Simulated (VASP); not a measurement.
Write the native input for VASP 6.6.1 that does the following.

```
Task                   : single point
Functional             : PBE
Potentials or basis    : VASP PAW PBE potentials, release 64 (Cu)
Cutoff                 : 520 eV
k mesh                 : 13 × 13 × 13
Occupations            : methfessel-paxton, width 0.1 eV
Spin                   : no spin polarisation
Dipole correction      : no
Further INCAR settings : ALGO = Normal; EDIFF = 1e-06; NBANDS = 12
```

The structure of Cu lies in POSCAR:

```
Cu
1.0
    0.0000000000      1.8075000000      1.8075000000
    1.8075000000      0.0000000000      1.8075000000
    1.8075000000      1.8075000000      0.0000000000
Cu
1
Direct
    0.0000000000      0.0000000000      0.0000000000
```

These files were run (other wordings do the same):

INCAR

```
PREC = Accurate
ENCUT = 520
EDIFF = 1E-6
ISMEAR = 1
SIGMA = 0.1
LREAL = F
LASPH = T
NELM = 100
ALGO = Normal
ISIF = 2
LWAVE = F
LCHARG = T
GGA = PE
LELF = T
LVHAR = T
NBANDS = 12
```

KPOINTS

```
regular mesh
0
Gamma
  13 13 13
```

Potentials or basis: VASP PAW PBE potentials, release 64 (Cu).

Launch:

```sh
$ cat potpaw_PBE.64/Cu/POTCAR > POTCAR
$ mpirun -np 1 vasp_std > vasp.out
```

Results of the run:

```json
{
 "Pressure": "2.2 GPa"
}
```

Wall time 4.8 s on 1 thread of Intel(R) Xeon(R) 6975P-C (Granite Rapids), on a shared host, peak memory 0.13 GiB.
